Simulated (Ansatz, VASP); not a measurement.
**Two plane-wave programs on CdOs3**

```
CELL_PARAMETERS angstrom
5.65024 0.00000 0.00000
-2.82512 4.89325 0.00000
0.00000 0.00000 4.46635
ATOMIC_POSITIONS crystal
Cd 0.33333 0.66667 0.25000
Cd 0.66667 0.33333 0.75000
Os 0.83298 0.66595 0.25000
Os 0.16702 0.83298 0.75000
Os 0.33405 0.16702 0.25000
Os 0.16702 0.33405 0.75000
Os 0.83298 0.16702 0.25000
Os 0.66595 0.83298 0.75000
```

Alike in both runs: functional PBE; k mesh 12 × 12 × 8; occupations gaussian, width 0.1 eV; no spin polarisation.

Ansatz relaxed the structure, and its values are those at the end. VASP's run is a single point on that final structure, the one shown.

```csv
,VASP,Ansatz
version,VASP 6.6.1,Ansatz 0.2.0
potentials or method,"VASP PAW PBE potentials, release 64 (Cd, Os), cutoff 520 eV","scalar-relativistic, plane waves, PAW"
valence electrons in the cell,72,136
```

VASP gave:

```
gap on the k mesh at the Fermi level (eV) : none
pressure (GPa)                            : 0.8
rms of the force components (eV/Å)        : 0.022
```

**Question.** Estimate Ansatz's values.

**Answer.** gap on the k mesh at the Fermi level (eV): none; pressure (GPa): 0.0; rms of the force components (eV/Å): 0.001.

A gap of «none» marks a metal or a gap that the smearing closes. VASP's potentials hold 72 valence electrons a cell and Ansatz's 136, so a difference there can come from the potentials and not from the codes.

Spin-orbit coupling is off throughout.
